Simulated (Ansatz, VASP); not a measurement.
TaW2N4 in VASP and in Ansatz

Contents of INCAR:

```
SYSTEM = TaW2N4
PREC     = Accurate       ! precision mode
ENCUT    = 700            ! plane-wave cutoff, eV
EDIFF    = 1E-6           ! SCF threshold, eV
ISMEAR   = 0              ! smearing method
SIGMA    = 0.2            ! smearing width, eV
LREAL    = .False.        ! projectors in reciprocal space
LASPH    = .True.         ! aspherical terms in the spheres
NELM     = 120            ! most SCF steps
ALGO     = Normal         ! electronic algorithm
ISIF     = 2              ! what is computed and relaxed
LWAVE    = .False.        ! write WAVECAR
LCHARG   = .False.        ! write CHGCAR
GGA      = PE             ! functional
NBANDS   = 40             ! bands
GGA_COMPAT= .False.
```

Contents of KPOINTS:

```
Automatic mesh
0
Gamma
  8 4 4
  0 0 0
```

Contents of POSCAR:

```
TaW2N4
1.0
    0.0000000000      0.0000000000      3.0747632343
    3.0117972109     -4.1521076658      0.0000000000
    3.0117972109      4.1521076658      0.0000000000
Ta W N
1 2 4
Direct
    0.0000000000      0.0000000000      0.0000000000
    0.5000000000      0.0000000000      0.5000000000
    0.5000000000      0.5000000000      0.0000000000
    0.5000000000      0.2442595193      0.2442595193
    0.5000000000      0.7557404807      0.7557404807
    0.0000000000      0.7384266402      0.2615733598
    0.0000000000      0.2615733598      0.7384266402
```

Input for Ansatz:

```yaml
crystal:
  lattice:
    - [0.0, 0.0, 3.0747632343]
    - [3.0117972109, -4.1521076658, 0.0]
    - [3.0117972109, 4.1521076658, 0.0]
  atoms:
    - { symbol: Ta, position: [0.0, 0.0, 0.0] }
    - { symbol: W, position: [0.5, 0.0, 0.5] }
    - { symbol: W, position: [0.5, 0.5, 0.0] }
    - { symbol: "N", position: [0.5, 0.2442595193, 0.2442595193] }
    - { symbol: "N", position: [0.5, 0.7557404807, 0.7557404807] }
    - { symbol: "N", position: [0.0, 0.7384266402, 0.2615733598] }
    - { symbol: "N", position: [0.0, 0.2615733598, 0.7384266402] }
basis:
  ecutwfc: 420
kpoints:
  mp_grid: { grid: [8, 4, 4] }
hamiltonian:
  xc: pbe
scf:
  occupations: { method: gaussian, width: 0.2 }
  lower_state_search: "off"
output:
  forces: true
  stress: true
  eigenvalues: true
```

Alike in both runs: task single point; functional PBE; k mesh 8 × 4 × 4; occupations gaussian, width 0.2 eV; no spin polarisation.

|  | VASP | Ansatz |
| --- | --- | --- |
| version | VASP 6.6.1 | Ansatz 0.2.0 |
| potentials or method | VASP PAW PBE potentials, release 64 (Ta_sv_GW, W_sv, N), cutoff 700 eV | scalar-relativistic, plane waves, PAW |
| valence electrons in the cell | 61 | 61 |

```tsv
	VASP	Ansatz	Ansatz less VASP
gap on the k mesh at the Fermi level (eV)	none	none	-
pressure (GPa)	1.0	0.2	-0.76
traceless stress, the component that is largest in VASP (GPa)	-2.47	-2.41	+0.057
rms of the force components (eV/Å)	0.018	0.011	-0.0069
```

Atom by atom the forces differ by 0.008 eV/Å (rms over components). A gap of «none» marks a metal or a gap that the smearing closes.

Neither program's run includes spin-orbit coupling.
